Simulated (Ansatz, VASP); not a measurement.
# Two plane-wave programs on TaSb

```
CELL_PARAMETERS angstrom
0.00000 3.10299 3.10299
3.10299 0.00000 3.10299
3.10299 3.10299 0.00000
ATOMIC_POSITIONS crystal
Ta 0.00000 0.00000 0.00000
Sb 0.25000 0.25000 0.25000
```

Alike in both runs: task single point; functional r2SCAN; k mesh 10 × 10 × 10; occupations gaussian, width 0.05 eV; no spin polarisation.

|  | VASP | Ansatz |
| --- | --- | --- |
| version | VASP 6.6.1 | Ansatz 0.2.0 |
| potentials or method | VASP PAW PBE potentials, release 64 (Ta_pv, Sb), cutoff 520 eV | scalar-relativistic, plane waves, PAW |
| valence electrons in the cell | 16 | 28 |

VASP gave:

* gap on the k mesh at the Fermi level (eV): none
* pressure (GPa): 1.9

Q: What did Ansatz give for the same quantities?

A: gap on the k mesh at the Fermi level (eV): none; pressure (GPa): 1.7.

VASP's potentials were made for PBE, not for r2SCAN. A gap of «none» marks a metal or a gap that the smearing closes. VASP's potentials hold 16 valence electrons a cell and Ansatz's 28, so a difference there can come from the potentials and not from the codes.

Spin-orbit coupling is off throughout.
